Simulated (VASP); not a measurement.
The system is B.

```
CELL_PARAMETERS angstrom
2.34611 0.00000 0.00000
0.00000 2.34611 0.00000
0.00000 0.00000 1.58579
ATOMIC_POSITIONS crystal
B 0.50000 0.50000 0.50000
```

* Program: VASP 6.6.1
* Task: relaxation of cell and atoms
* Functional: PBE-based screened hybrid with 25 % exact exchange
* Potentials or basis: VASP PAW PBE potentials, release 64 (B)
* Cutoff: 600 eV
* k mesh: 6 × 6 × 8
* Occupations: fermi-dirac, width 0.05 eV
* Spin: no spin polarisation

At the start: pressure -0.9 GPa; volume 8.73 Å³/atom.

**Question.** How do energy, volume and symmetry change on relaxing?

**Answer.** Over 8 steps the energy falls by 2.3 meV/atom and the volume is 8.87 Å³/atom (+1.7 %); space group P4/mmm (No. 123, to 0.1 Å) before and after.

Step by step:
```tsv
step	energy change (eV)	largest force (eV/Å)	pressure (GPa)	volume (Å³)
1	0.0000	0.0000	-0.86	8.73
2	0.0038	0.0000	6.17	8.67
3	-0.0013	0.0000	1.57	8.71
4	-0.0020	0.0000	1.03	8.79
5	-0.0023	0.0000	0.47	8.86
6	-0.0021	0.0000	-1.01	8.90
7	-0.0023	0.0000	0.14	8.87
8	-0.0023	0.0000	0.09	8.87
```

Final structure:
```cif
data_structure
_symmetry_space_group_name_H-M 'P 1'
_symmetry_Int_Tables_number 1
_cell_length_a 2.3709
_cell_length_b 2.3709
_cell_length_c 1.5786
_cell_angle_alpha 90.000
_cell_angle_beta 90.000
_cell_angle_gamma 90.000
_cell_volume 8.87
loop_
_atom_site_label
_atom_site_type_symbol
_atom_site_fract_x
_atom_site_fract_y
_atom_site_fract_z
_atom_site_occupancy
B1 B 0.50000 0.50000 0.50000 1
```

Caveat: the k points lie up to 0.50 Å⁻¹ apart in the final cell, too coarse for converged energies and pressures of a metal; the PAW data sets were made with another functional, which shifts forces and pressure a little.
